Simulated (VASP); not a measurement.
# Si3Se2 (R-3c) in VASP: further runs

The runs below take Si3Se2 through single point, with PBE.

All numbers are computed with VASP 6.6.1; they aren't measurements. Logs are shortened: lines on timing, memory, paths and dates and some standing lists are left out, and cuts for length are marked.

## (1) The cell of the first run

The structure is trigonal, space group R-3c (No. 167). The conventional cell has a = 7.231 Å, b = 7.231 Å, c = 18.979 Å, α = 90.00°, β = 90.00°, γ = 120.00°. Within 3.3 Å of Si (site symmetry 2) lie 4 Se at 2.47 to 3.15 Å and 2 Si at 2.88 Å. Within 3.3 Å of Se (site symmetry 3) lie 6 Si at 2.47 to 3.15 Å.

## (2) Single point, PBE

Contents of INCAR:

```
PREC     = Accurate       # precision mode
ENCUT    = 520            # plane-wave cutoff, eV
EDIFF    = 1E-7           # SCF threshold, eV
ISMEAR   = 0              # smearing method
SIGMA    = 0.01           # smearing width, eV
LREAL    = F              # projectors in reciprocal space
LASPH    = T              # aspherical terms in the spheres
NELM     = 100            # most SCF steps
ALGO     = Normal         # electronic algorithm
ISIF     = 2              # what is computed and relaxed
LWAVE    = F              # write WAVECAR
LCHARG   = F              # write CHGCAR
GGA      = PE             # functional
NBANDS   = 35             # bands
```

Contents of KPOINTS:

```
Automatic mesh
0
Gamma
  6 6 6
```

Contents of POSCAR:

```
Si3Se2
1.0
    3.6157107846      2.0875315948      6.3263541476
   -3.6157107846      2.0875315948      6.3263541476
    0.0000000000     -4.1750631897      6.3263541476
Si Se
6 4
Direct
    0.4802419773      0.0197580227      0.2500000000
    0.2500000000      0.4802419773      0.0197580227
    0.0197580227      0.2500000000      0.4802419773
    0.5197580227      0.9802419773      0.7500000000
    0.7500000000      0.5197580227      0.9802419773
    0.9802419773      0.7500000000      0.5197580227
    0.3462775758      0.3462775758      0.3462775758
    0.1537224242      0.1537224242      0.1537224242
    0.6537224242      0.6537224242      0.6537224242
    0.8462775758      0.8462775758      0.8462775758
```

Potentials or basis: VASP PAW PBE potentials, release 64 (Si, Se).

Launch:

```
$ cat potpaw_PBE.64/Si/POTCAR potpaw_PBE.64/Se/POTCAR > POTCAR
$ mpirun -np 1 vasp_std > vasp.out
```

OUTCAR:

```text
PREC = Accurate
   ENCUT = 520
   EDIFF = 1E-7
   ISMEAR = 0
   LREAL = F
   LASPH = T
   NELM = 100
   ISIF = 2
   GGA = PE

 ion  position               nearest neighbor table
   1  0.480  0.020  0.250-   7 2.47   8 2.47   2 2.88   3 2.88
   2  0.250  0.480  0.020-   8 2.47   7 2.47   1 2.88   3 2.88
   3  0.020  0.250  0.480-   7 2.47   8 2.47   1 2.88   2 2.88
   4  0.520  0.980  0.750-   9 2.47  10 2.47   5 2.88   6 2.88
   5  0.750  0.520  0.980-  10 2.47   9 2.47   4 2.88   6 2.88
   6  0.980  0.750  0.520-   9 2.47  10 2.47   4 2.88   5 2.88
   7  0.346  0.346  0.346-   1 2.47   3 2.47   2 2.47
   8  0.154  0.154  0.154-   1 2.47   2 2.47   3 2.47
   9  0.654  0.654  0.654-   4 2.47   6 2.47   5 2.47
  10  0.846  0.846  0.846-   4 2.47   5 2.47   6 2.47

  LATTYP: Found a trigonal (rhomboedric) cell.
 ALAT       =     7.5798357131
 COS(alpha) =     0.5449094899

  Lattice vectors:

 A1 = (   3.6157107846,   2.0875315948,   6.3263541476)
 A2 = (  -3.6157107846,   2.0875315948,   6.3263541476)
 A3 = (   0.0000000000,  -4.1750631897,   6.3263541476)

Analysis of symmetry for initial positions (statically):
=====================================================================
 Subroutine PRICEL returns:
 Original cell was already a primitive cell.

 Routine SETGRP: Setting up the symmetry group for a
 trigonal (rhombohedral) supercell.

 Subroutine GETGRP returns: Found 12 space group operations
 (whereof  6 operations were pure point group operations)
 out of a pool of 12 trial point group operations.

The static configuration has the point symmetry S_6 .
 The point group associated with its full space group is D_3d.

Analysis of symmetry for dynamics (positions and initial velocities):
=====================================================================
 Subroutine PRICEL returns:
 Original cell was already a primitive cell.

 Routine SETGRP: Setting up the symmetry group for a
 trigonal (rhombohedral) supercell.

 Subroutine GETGRP returns: Found 12 space group operations
 (whereof  6 operations were pure point group operations)
 out of a pool of 12 trial point group operations.

The dynamic configuration has the point symmetry S_6 .
 The point group associated with its full space group is D_3d.

 Subroutine INISYM returns: Found 12 space group operations
 (whereof  6 operations are pure point group operations),
 and found     1 'primitive' translations

----------------------------------------------------------------------------------------

                                     Primitive cell

  volume of cell :     286.5045

  direct lattice vectors                    reciprocal lattice vectors
     3.615710785  2.087531595  6.326354148     0.138285397  0.079839111  0.052689642
    -3.615710785  2.087531595  6.326354148    -0.138285397  0.079839111  0.052689642
     0.000000000 -4.175063190  6.326354148     0.000000000 -0.159678222  0.052689642

  length of vectors
     7.579835713  7.579835713  7.579835713     0.168146760  0.168146760  0.168146760

  position of ions in fractional coordinates (direct lattice)
     0.480241977  0.019758023  0.250000000
     0.250000000  0.480241977  0.019758023
     0.019758023  0.250000000  0.480241977
     0.519758023  0.980241977  0.750000000
     0.750000000  0.519758023  0.980241977
     0.980241977  0.750000000  0.519758023
     0.346277576  0.346277576  0.346277576
     0.153722424  0.153722424  0.153722424
     0.653722424  0.653722424  0.653722424
     0.846277576  0.846277576  0.846277576

  ion indices of the primitive-cell ions
   primitive index   ion index
                 1           1
                 2           2
                 3           3
                 4           4
                 5           5
                 6           6
                 7           7
                 8           8
                 9           9
                10          10

----------------------------------------------------------------------------------------

 KPOINTS: Automatic mesh

Automatic generation of k-mesh.
 Grid dimensions read from file:
 generate k-points for:    6    6    6

 Generating k-lattice:

  Cartesian coordinates                     Fractional coordinates (reciprocal lattice)
     0.023047566  0.013306518  0.008781607     0.166666667  0.000000000  0.000000000
    -0.023047566  0.013306518  0.008781607     0.000000000  0.166666667  0.000000000
     0.000000000 -0.026613037  0.008781607    -0.000000000 -0.000000000  0.166666667

  Length of vectors
     0.028024460  0.028024460  0.028024460

  Shift w.r.t. Gamma in fractional coordinates (k-lattice)
     0.000000000  0.000000000  0.000000000

 Subroutine IBZKPT returns following result:
 ===========================================

 Found     32 irreducible k-points:

 Following reciprocal coordinates:
            Coordinates               Weight
  0.000000  0.000000  0.000000      1.000000
  0.166667  0.000000 -0.000000      6.000000
  0.333333 -0.000000 -0.000000      6.000000
  0.500000  0.000000 -0.000000      3.000000
  0.166667  0.166667 -0.000000      6.000000
  0.333333  0.166667 -0.000000     12.000000
[... 16 lines left out ...]
  0.500000  0.500000  0.166667      6.000000
 -0.333333  0.500000  0.166667     12.000000
 [... further k-points ...]
   k-points           NKPTS =     32   k-points in BZ     NKDIM =     32   number of bands    NBANDS=     35
   number of dos      NEDOS =    301   number of ions     NIONS =     10
   total plane-waves  NPLWV = 175616
   dimension x,y,z NGX =    56 NGY =   56 NGZ =   56
   dimension x,y,z NGXF=   112 NGYF=  112 NGZF=  112
   ions per type =               6   4
   NGX,Y,Z   is equivalent  to a cutoff of  12.28, 12.28, 12.28 a.u.
   NGXF,Y,Z  is equivalent  to a cutoff of  24.56, 24.56, 24.56 a.u.
 SYSTEM =  unknown system
   PREC   = accura    normal or accurate (medium, high low for compatibility)
   ISTART =      0    job   : 0-new  1-cont  2-samecut
   ICHARG =      2    charge: 1-file 2-atom 10-const
   ISPIN  =      1    spin polarized calculation?
   LNONCOLLINEAR =      F non collinear calculations
   LSORBIT =      F    spin-orbit coupling
   LASPH  =      T    aspherical Exc in radial PAW
   ENCUT  =  520.0 eV  38.22 Ry    6.18 a.u.  14.09 14.09 14.09*2*pi/ulx,y,z
   NELM   =    100;   NELMIN=  2; NELMDL= -5     # of ELM steps
   EDIFF  = 0.1E-06   stopping-criterion for ELM
   LREAL  =      F    real-space projection
   EDIFFG = 0.1E-05   stopping-criterion for IOM
   NSW    =      0    number of steps for IOM
   IBRION =     -1    ionic relax: 0-MD 1-quasi-New 2-CG
   NFREE  =      0    steps in history (QN), initial steepest desc. (CG)
   ISIF   =      2    stress and relaxation
   ISYM   =      2    0-nonsym 1-usesym 2-fastsym
   POTIM  = 0.5000    time-step for ionic-motion
   TEBEG  =    0.0;   TEEND  =   0.0 temperature during run
   PSTRESS=    0.0 pullay stress
   NELECT =      48.0000    total number of electrons
   NUPDOWN=      -1.0000    fix difference up-down
   EMIN   =  10.00;   EMAX   =-10.00  energy-range for DOS
   EFERMI =   0.00;   METHOD = LEGACY
   ISMEAR =     0;   SIGMA  =   0.01  broadening in eV -4-tet -1-fermi 0-gaus
   EFERMI_NEDOS =   21; number of points for ismear=-14 and -15
   IALGO  =     38    algorithm
   IMIX   =      4    mixing-type and parameters
     AMIX     =   0.40;   BMIX     =  1.00
     AMIX_MAG =   1.60;   BMIX_MAG =  1.00
  volume/ion in A,a.u.               =      28.65       193.34
  Fermi-wavevector in a.u.,A,eV,Ry     =   0.902495  1.705468 11.081905  0.814497
  Thomas-Fermi vector in A             =   2.025705
   LORBIT       =      0    0 simple, 1 ext, 2 COOP (PROOUT), +10 PAW based schemes
   GGA     = PE    functional components
   LHFCALC =     F    Hartree Fock is set to
   AEXX    =    0.0000 exact exchange contribution
   IVDW    =     0    specifies the selected vdW correction
   LEPSILON=     F    determine dielectric tensor
   LRPA    =     F    only Hartree local field effects (RPA)
 non-spin polarized calculation
 Gauss-broadening in eV      SIGMA  =   0.01
  energy-cutoff  :      520.00
  volume of cell :      286.50
 maximum number of plane-waves:      7746
   NGX = 29   NGY = 29   NGZ = 29

 number of electron      48.0000000 magnetization

 Free energy of the ion-electron system (eV)
  ---------------------------------------------------
  ext. energy  EPLUGINS =         0.00000000
  ---------------------------------------------------
  free energy    TOTEN  =       -40.75530032 eV

  energy without entropy =      -40.75512789  energy(sigma->0) =      -40.75521411

 E-fermi :   3.2611     XC(G=0):  -8.1619

 val. band max:        3.2475896466   @ k =   0.3333   0.3333   0.1667
 cond. band min:       3.2636237195   @ k =  -0.1667   0.1667   0.1667
 fundamental gap:      0.0160340728
 Fermi energy:         3.2611114090

 k-point     1 :       0.0000    0.0000    0.0000
  band No.  band energies     occupation
      1     -12.0523      2.00000
      2     -11.5413      2.00000
      3     -10.8689      2.00000
      4     -10.6023      2.00000
      5      -5.5322      2.00000
      6      -4.7883      2.00000
[... 27 lines left out ...]
     34       6.0191      0.00000
     35       6.2926      0.00000

 k-point     2 :       0.1667    0.0000   -0.0000
  band No.  band energies     occupation
      1     -12.0198      2.00000
      2     -11.5773      2.00000
      3     -10.8553      2.00000
      4     -10.6248      2.00000
      5      -5.4631      2.00000
      6      -4.7477      2.00000
[... 27 lines left out ...]
     34       5.9910      0.00000
     35       6.4206      0.00000

 k-point     3 :       0.3333   -0.0000   -0.0000
  band No.  band energies     occupation
      1     -11.9298      2.00000
      2     -11.6744      2.00000
      3     -10.8152      2.00000
      4     -10.6827      2.00000
      5      -5.2710      2.00000
      6      -4.6638      2.00000
[... 27 lines left out ...]
     34       6.4751      0.00000
     35       6.5213      0.00000

 k-point     4 :       0.5000    0.0000   -0.0000
  band No.  band energies     occupation
      1     -11.8039      2.00000
      2     -11.8039      2.00000
      3     -10.7534      2.00000
      4     -10.7534      2.00000
      5      -4.9920      2.00000
      6      -4.9920      2.00000
[... 27 lines left out ...]
     34       6.4308      0.00000
     35       6.7020      0.00000

 k-point     5 :       0.1667    0.1667   -0.0000
  band No.  band energies     occupation
      1     -12.0113      2.00000
      2     -11.5850      2.00000
      3     -10.8536      2.00000
      4     -10.6317      2.00000
      5      -5.4394      2.00000
      6      -4.8468      2.00000
[... 638 lines left out ...]
 k-point    22 :      -0.1667    0.3333    0.1667
  band No.  band energies     occupation
      1     -11.8799      2.00000
      2     -11.7087      2.00000
      3     -10.8096      2.00000
      4     -10.7222      2.00000
      5      -5.1660      2.00000
      6      -4.9056      2.00000
[... 27 lines left out ...]
     34       6.1704      0.00000
     35       6.3179      0.00000

 k-point    23 :       0.5000    0.5000    0.1667
  band No.  band energies     occupation
      1     -11.8644      2.00000
      2     -11.7170      2.00000
      3     -10.8102      2.00000
      4     -10.7377      2.00000
      5      -5.1062      2.00000
      6      -4.9847      2.00000
[... 27 lines left out ...]
     34       6.1160      0.00000
     35       6.3804      0.00000

 k-point    24 :      -0.3333    0.5000    0.1667
  band No.  band energies     occupation
      1     -11.8309      2.00000
      2     -11.7462      2.00000
      3     -10.7988      2.00000
      4     -10.7582      2.00000
      5      -5.0898      2.00000
      6      -4.9504      2.00000
[... 27 lines left out ...]
     34       5.9968      0.00000
     35       6.2594      0.00000

 [... further k-points ...]
[... 5 lines left out ...]
  --------------------------------------------------------------------------------------
  -------------------------------------------------------------------------------------
  Total       -0.0329977     -0.0329977      0.0934893     -0.0000000     -0.0000000      0.0000000
  in kB       -0.1845282     -0.1845282      0.5228066     -0.0000000     -0.0000000      0.0000000
  external PRESSURE =       0.0512501 kB  Pullay stress =       0.0000000 kB

 VOLUME and BASIS-vectors are now :
 -----------------------------------------------------------------------------
  energy-cutoff  :      520.00
  volume of cell :      286.50
      direct lattice vectors                 reciprocal lattice vectors
     3.615710785  2.087531595  6.326354148     0.138285397  0.079839111  0.052689642
    -3.615710785  2.087531595  6.326354148    -0.138285397  0.079839111  0.052689642
     0.000000000 -4.175063190  6.326354148     0.000000000 -0.159678222  0.052689642

 POSITION                                       TOTAL-FORCE (eV/Angst)
 -----------------------------------------------------------------------------------
      1.66498     -0.00000      4.74477        -0.008877     -0.000000     -0.000000
     -0.83249      1.44191      4.74477         0.004439     -0.007688     -0.000000
     -0.83249     -1.44191      4.74477         0.004439      0.007688     -0.000000
     -1.66498     -0.00000     14.23430         0.008877     -0.000000     -0.000000
      0.83249     -1.44191     14.23430        -0.004439      0.007688     -0.000000
      0.83249      1.44191     14.23430        -0.004439     -0.007688     -0.000000
      0.00000     -0.00000      6.57202         0.000000     -0.000000      0.010636
      0.00000     -0.00000      2.91751         0.000000      0.000000     -0.010636
      0.00000     -0.00000     12.40704         0.000000      0.000000     -0.010636
      0.00000     -0.00000     16.06155         0.000000     -0.000000      0.010636
 -----------------------------------------------------------------------------------
    total drift:                               -0.000000      0.000000     -0.000000

  FREE ENERGIE OF THE ION-ELECTRON SYSTEM (eV)
  ---------------------------------------------------
  free  energy   TOTEN  =       -40.7553003215 eV

  energy  without entropy=      -40.7551278927  energy(sigma->0) =      -40.75521411
```

Run time: 4 min. Hardware: 1 thread of Intel Xeon 6975P-C (Granite Rapids), shared host; peak memory 0.55 GiB.

Results:

| Property | Result |
| --- | --- |
| Free energy | -40.7553 eV |
| Pressure | 0.0 GPa |
| Largest force | 0.011 eV/Å |
| Band gap on the k mesh | zero (band 24 reaches 3.41 eV, above the bottom of band 25 at 3.14 eV) |

Forces in eV/Å, atoms in the order of the input:
```
Si  -0.009  0.000  0.000
Si   0.004 -0.008  0.000
Si   0.004  0.008  0.000
Si   0.009  0.000  0.000
Si  -0.004  0.008  0.000
Si  -0.004 -0.008  0.000
Se   0.000  0.000  0.011
Se   0.000  0.000 -0.011
Se   0.000  0.000 -0.011
Se   0.000  0.000  0.011
```

Levels at points of the mesh, in eV from the Fermi level:
```csv
k point,band 22,band 23,band 24,band 25,band 26,band 27
"(0.00, 0.00, 0.00)",-1.25,-0.35,-0.35,0.92,0.92,0.98
"(0.50, 0.00, 0.00)",-1.78,-0.68,-0.68,0.43,0.43,1.41
"(0.50, 0.50, 0.00)",-1.07,-0.89,-0.72,0.32,0.87,1.29
"(0.50, 0.50, 0.50)",-2.47,0.15,0.15,0.15,0.15,0.92
```

## (3) Single point, PBE

Contents of INCAR:

```
ALGO = Normal
EDIFF = 1E-6
ENCUT = 520
GGA = PE
ISIF = 2
ISMEAR = 0
LASPH = True
LCHARG = False
LREAL = False
LWAVE = False
NBANDS = 35
NELM = 100
PREC = Accurate
SIGMA = 0.1
```

Contents of KPOINTS:

```
k-points
0
Gamma
  6 6 6
```

POSCAR is that of step 2.

Potentials or basis: VASP PAW PBE potentials, release 64 (Si, Se).

Launch:

```
$ cat potpaw_PBE.64/Si/POTCAR potpaw_PBE.64/Se/POTCAR > POTCAR
$ mpirun -np 1 vasp_std > vasp.out
```

Run time: 4.2 min. Hardware: 1 thread of Intel Xeon 6975P-C (Granite Rapids), shared host; peak memory 0.55 GiB.

The run converged. Its results:

| Quantity | Value |
| --- | --- |
| Free energy | -40.7603 eV |
| Pressure | 0.0 GPa |
| Largest force | 0.014 eV/Å |
| Band gap on the k mesh | zero (band 24 reaches 3.41 eV, above the bottom of band 25 at 3.14 eV) |

Forces on the atoms (eV/Å):
```
Si  -0.010  0.000  0.000
Si   0.005 -0.008  0.000
Si   0.005  0.008  0.000
Si   0.010  0.000  0.000
Si  -0.005  0.008  0.000
Si  -0.005 -0.008  0.000
Se   0.000  0.000  0.014
Se   0.000  0.000 -0.014
Se   0.000  0.000 -0.014
Se   0.000  0.000  0.014
```

Stress tensor (GPa, compression positive):
```
-0.02  0.00  0.00
 0.00 -0.02  0.00
 0.00  0.00  0.07
```

Levels at points of the mesh, in eV from the Fermi level:
| k point | band 22 | band 23 | band 24 | band 25 | band 26 | band 27 |
| --- | --- | --- | --- | --- | --- | --- |
| (0.00, 0.00, 0.00) | -1.22 | -0.32 | -0.32 | 0.95 | 0.95 | 1.00 |
| (0.50, 0.00, 0.00) | -1.76 | -0.65 | -0.65 | 0.45 | 0.45 | 1.44 |
| (0.50, 0.50, 0.00) | -1.04 | -0.87 | -0.69 | 0.35 | 0.89 | 1.31 |
| (0.50, 0.50, 0.50) | -2.45 | 0.17 | 0.17 | 0.17 | 0.17 | 0.95 |
